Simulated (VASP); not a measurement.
# W (Im-3m) in VASP: further runs, part 2 of 2

VASP 6.6.1.

### Step 3. Single point, PBE

This run uses another cell than the first one, of 15.21 Å³/atom.

INCAR

```
SYSTEM = W
  PREC = Accurate
  ENCUT = 500
  EDIFF = 1E-6
  ISMEAR = -1
  SIGMA = 0.05
  LREAL = .False.
  LASPH = .True.
  NELM = 120
  ALGO = Normal
  ISIF = 2
  LWAVE = .False.
  LCHARG = .False.
  GGA = PE
  NBANDS = 13
  GGA_COMPAT = .False.
```

KPOINTS

```
regular mesh
0
Gamma
  13 13 13
  0 0 0
```

POSCAR

```
W
1.0
   -1.5609602125      1.5609602125      1.5609602125
    1.5609602125     -1.5609602125      1.5609602125
    1.5609602125      1.5609602125     -1.5609602125
W
1
Direct
    0.0000000000      0.0000000000      0.0000000000
```

Potentials or basis: VASP PAW PBE potentials, release 64 (W_sv).

Run with:

```console
$ cat potpaw_PBE.64/W_sv/POTCAR > POTCAR
$ mpirun -np 1 vasp_std > vasp.out
```

OUTCAR:

```text
SYSTEM = W
   PREC = Accurate
   ENCUT = 500
   EDIFF = 1E-6
   ISMEAR = -1
   LREAL = .False.
   LASPH = .True.
   NELM = 120
   ISIF = 2
   GGA = PE

 ion  position               nearest neighbor table
   1  0.000  0.000  0.000-

  LATTYP: Found a body centered cubic cell.
 ALAT       =     3.1219204250

  Lattice vectors:

 A1 = (  -1.5609602125,   1.5609602125,   1.5609602125)
 A2 = (   1.5609602125,  -1.5609602125,   1.5609602125)
 A3 = (   1.5609602125,   1.5609602125,  -1.5609602125)

Analysis of symmetry for initial positions (statically):
=====================================================================
 Subroutine PRICEL returns:
 Original cell was already a primitive cell.

 Routine SETGRP: Setting up the symmetry group for a
 body centered cubic supercell.

 Subroutine GETGRP returns: Found 48 space group operations
 (whereof 48 operations were pure point group operations)
 out of a pool of 48 trial point group operations.

The static configuration has the point symmetry O_h .

Analysis of symmetry for dynamics (positions and initial velocities):
=====================================================================
 Subroutine PRICEL returns:
 Original cell was already a primitive cell.

 Routine SETGRP: Setting up the symmetry group for a
 body centered cubic supercell.

 Subroutine GETGRP returns: Found 48 space group operations
 (whereof 48 operations were pure point group operations)
 out of a pool of 48 trial point group operations.

The dynamic configuration has the point symmetry O_h .

 Subroutine INISYM returns: Found 48 space group operations
 (whereof 48 operations are pure point group operations),
 and found     1 'primitive' translations

----------------------------------------------------------------------------------------

                                     Primitive cell

[... 112 lines left out ...]
   LORBIT       =      0    0 simple, 1 ext, 2 COOP (PROOUT), +10 PAW based schemes
   GGA     = PE    functional components
   LHFCALC =     F    Hartree Fock is set to
   AEXX    =    0.0000 exact exchange contribution
   IVDW    =     0    specifies the selected vdW correction
   LEPSILON=     F    determine dielectric tensor
   LRPA    =     F    only Hartree local field effects (RPA)
 non-spin polarized calculation
  energy-cutoff  :      500.00
  volume of cell :       15.21
 maximum number of plane-waves:       399
   NGX =  9   NGY =  9   NGZ =  9

 number of electron      14.0000003 magnetization

 Free energy of the ion-electron system (eV)
  ---------------------------------------------------
  ext. energy  EPLUGINS =         0.00000000
  ---------------------------------------------------
  free energy    TOTEN  =       -12.91112666 eV

  energy without entropy =      -12.90961035  energy(sigma->0) =      -12.91036851

 E-fermi :  12.1050     XC(G=0): -13.8751

 val. band max:       11.9257580573   @ k =  -0.3077   0.3077   0.2308
 cond. band min:      12.1096508581   @ k =  -0.4615   0.4615   0.2308
 fundamental gap:      0.1838928007
 Fermi energy:        12.1050476045

 k-point     1 :       0.0000    0.0000    0.0000
  band No.  band energies     occupation
      1     -62.0829      2.00000
      2     -25.5787      2.00000
      3     -25.5787      2.00000
      4     -25.5787      2.00000
      5       2.1854      2.00000
      6      10.7487      2.00000
      7      10.7487      2.00000
      8      10.7487      2.00000
      9      14.4082      0.00000
     10      14.4082      0.00000
     11      26.6563      0.00000
     12      26.6563      0.00000
     13      26.6563      0.00000
[... 354 lines left out ...]
  band No.  band energies     occupation
      1     -61.9665      2.00000
      2     -26.6367      2.00000
      3     -25.9038      2.00000
      4     -25.6615      2.00000
      5       5.8768      2.00000
      6       8.8004      2.00000
      7       9.5575      2.00000
      8      14.1757      0.00000
      9      14.8518      0.00000
     10      16.2830      0.00000
     11      26.6679      0.00000
     12      27.3674      0.00000
     13      31.2856      0.00000

 [... further k-points ...]

------------------------ aborting loop because EDIFF is reached ----------------------------------------

  FORCE on cell =-STRESS in cart. coord.  units (eV):
  Direction    XX          YY          ZZ          XY          YZ          ZX
  --------------------------------------------------------------------------------------
  -------------------------------------------------------------------------------------
  Total        1.9698776      1.9698776      1.9698776     -0.0000000     -0.0000000      0.0000000
  in kB      207.4504231    207.4504231    207.4504231     -0.0000000     -0.0000000      0.0000000
  external PRESSURE =     207.4504231 kB  Pullay stress =       0.0000000 kB

 VOLUME and BASIS-vectors are now :
 -----------------------------------------------------------------------------
  energy-cutoff  :      500.00
  volume of cell :       15.21
      direct lattice vectors                 reciprocal lattice vectors
    -1.560960212  1.560960212  1.560960212     0.000000000  0.320315660  0.320315660
     1.560960212 -1.560960212  1.560960212     0.320315660  0.000000000  0.320315660
     1.560960212  1.560960212 -1.560960212     0.320315660  0.320315660  0.000000000

 POSITION                                       TOTAL-FORCE (eV/Angst)
 -----------------------------------------------------------------------------------
      0.00000      0.00000      0.00000         0.000000      0.000000     -0.000000
 -----------------------------------------------------------------------------------
    total drift:                                0.000000      0.000000      0.000000

  FREE ENERGIE OF THE ION-ELECTRON SYSTEM (eV)
  ---------------------------------------------------
  free  energy   TOTEN  =       -12.9111266590 eV

  energy  without entropy=      -12.9096103521  energy(sigma->0) =      -12.91036851
```

OSZICAR:

```text
N       E                     dE             d eps       ncg     rms          rms(c)
DAV:   1     0.799316747388E+02    0.79932E+02   -0.72995E+03  2192   0.120E+03
DAV:   2    -0.119385438446E+02   -0.91870E+02   -0.88513E+02  2494   0.310E+02
DAV:   3    -0.134851127048E+02   -0.15466E+01   -0.15430E+01  2369   0.386E+01
DAV:   4    -0.134908598356E+02   -0.57471E-02   -0.57471E-02  2444   0.262E+00
DAV:   5    -0.134909048073E+02   -0.44972E-04   -0.44971E-04  2389   0.218E-01    0.226E+01
DAV:   6    -0.130391911108E+02    0.45171E+00   -0.35980E-01  2279   0.818E+00    0.946E+00
DAV:   7    -0.129152351354E+02    0.12396E+00   -0.19984E-01  2414   0.581E+00    0.542E-01
DAV:   8    -0.129111092465E+02    0.41259E-02   -0.40687E-03  2224   0.830E-01    0.933E-02
DAV:   9    -0.129111332606E+02   -0.24014E-04   -0.43261E-05  2504   0.789E-02    0.626E-02
DAV:  10    -0.129111263194E+02    0.69413E-05   -0.12020E-05  2424   0.502E-02    0.523E-03
DAV:  11    -0.129111266590E+02   -0.33966E-06   -0.17570E-07  1422   0.506E-03
   1 F= -.12911127E+02 E0= -.12910369E+02  d E =-.151631E-02
```

It took 5.1 s on 1 thread of Intel Xeon 6975P-C (Granite Rapids), shared host; peak memory 0.13 GiB.

Results:

* Free energy: -12.9111 eV
* Pressure: 20.7 GPa
* Band gap on the k mesh: zero (bands 7 and 8 overlap by 6.07 eV)

Levels at points of the mesh, in eV from the Fermi level:
| k point | band 4 | band 5 | band 6 | band 7 | band 8 | band 9 | band 10 | band 11 |
| --- | --- | --- | --- | --- | --- | --- | --- | --- |
| (0.00, 0.00, 0.00) | -37.68 | -9.92 | -1.36 | -1.36 | -1.36 | 2.30 | 2.30 | 14.55 |

Caveat: the cell stands under pressure; spin-orbit coupling is left out, which moves the levels of the heavy elements.

### Step 4. Single point, PBE

This run uses another cell than the first one, of 16.12 Å³/atom.

INCAR

```
PREC = Accurate
ENCUT = 500
EDIFF = 1E-6
ISMEAR = -1
SIGMA = 0.05
LREAL = False
LASPH = True
NELM = 120
ALGO = Normal
ISIF = 2
LWAVE = False
LCHARG = False
GGA = PE
NBANDS = 13
GGA_COMPAT = False
```

KPOINTS

```
regular mesh
0
Gamma
  13 13 13
```

POSCAR

```
W
1.0
   -1.5913343373      1.5913343373      1.5913343373
    1.5913343373     -1.5913343373      1.5913343373
    1.5913343373      1.5913343373     -1.5913343373
W
1
Direct
    0.0000000000      0.0000000000      0.0000000000
```

Potentials or basis: VASP PAW PBE potentials, release 64 (W_sv).

Run with:

```console
$ cat potpaw_PBE.64/W_sv/POTCAR > POTCAR
$ mpirun -np 1 vasp_std > vasp.out
```

OUTCAR:

```text
PREC = Accurate
   ENCUT = 500
   EDIFF = 1E-6
   ISMEAR = -1
   LREAL = False
   LASPH = True
   NELM = 120
   ISIF = 2
   GGA = PE

 ion  position               nearest neighbor table
   1  0.000  0.000  0.000-

  LATTYP: Found a body centered cubic cell.
 ALAT       =     3.1826686746

  Lattice vectors:

 A1 = (  -1.5913343373,   1.5913343373,   1.5913343373)
 A2 = (   1.5913343373,  -1.5913343373,   1.5913343373)
[... 560 lines left out ...]
     11      25.4433      0.00000
     12      25.6573      0.00000
     13      29.4364      0.00000

 [... further k-points ...]

------------------------ aborting loop because EDIFF is reached ----------------------------------------

  FORCE on cell =-STRESS in cart. coord.  units (eV):
  Direction    XX          YY          ZZ          XY          YZ          ZX
  --------------------------------------------------------------------------------------
  -------------------------------------------------------------------------------------
  Total        0.0492839      0.0492839      0.0492839      0.0000000      0.0000000      0.0000000
  in kB        4.8985972      4.8985972      4.8985972      0.0000000      0.0000000      0.0000000
  external PRESSURE =       4.8985972 kB  Pullay stress =       0.0000000 kB

 VOLUME and BASIS-vectors are now :
 -----------------------------------------------------------------------------
  energy-cutoff  :      500.00
  volume of cell :       16.12
      direct lattice vectors                 reciprocal lattice vectors
    -1.591334337  1.591334337  1.591334337     0.000000000  0.314201729  0.314201729
     1.591334337 -1.591334337  1.591334337     0.314201729  0.000000000  0.314201729
     1.591334337  1.591334337 -1.591334337     0.314201729  0.314201729  0.000000000

 POSITION                                       TOTAL-FORCE (eV/Angst)
 -----------------------------------------------------------------------------------
      0.00000      0.00000      0.00000         0.000000     -0.000000     -0.000000
 -----------------------------------------------------------------------------------
    total drift:                                0.000000      0.000000      0.000000

  FREE ENERGIE OF THE ION-ELECTRON SYSTEM (eV)
  ---------------------------------------------------
  free  energy   TOTEN  =       -12.9688347190 eV

  energy  without entropy=      -12.9669535273  energy(sigma->0) =      -12.96789412
```

Wall time 5.2 s (1 thread of Intel Xeon 6975P-C (Granite Rapids), shared host); peak memory 0.13 GiB.

What came out:

- Free energy: -12.9688 eV
- Pressure: 0.5 GPa
- Band gap on the k mesh: zero (bands 7 and 8 overlap by 5.61 eV)

Levels at points of the mesh, in eV from the Fermi level:
| k point | band 3 | band 4 | band 5 | band 6 | band 7 | band 8 | band 9 | band 10 | band 11 | band 12 |
| --- | --- | --- | --- | --- | --- | --- | --- | --- | --- | --- |
| (0.00, 0.00, 0.00) | -37.83 | -37.83 | -9.58 | -1.24 | -1.24 | -1.24 | 2.18 | 2.18 | 14.44 | 14.44 |

Caveat: spin-orbit coupling is left out, which moves the levels of the heavy elements.

### Step 5. The runs side by side

```tsv
cell	gap on the mesh (eV)	pressure (GPa)
a = 2.728 Å, angles 109.5°, 1 atom	none	10.6
a = 2.704 Å, angles 109.5°, 1 atom	none	20.7
a = 2.756 Å, angles 109.5°, 1 atom	none	0.5
```

Alike in all rows: task single point; level PBE; potentials or basis VASP PAW PBE potentials, release 64 (W_sv); no spin polarisation; k mesh 13 × 13 × 13; cutoff (eV) 500; smearing fermi-dirac 0.05 eV.

Caveats: spin-orbit coupling is left out, which moves the levels of the heavy elements; the cell stands under pressure (at least some runs).

Total energies depend on the potentials used, so only differences within one code and one set of settings carry meaning.
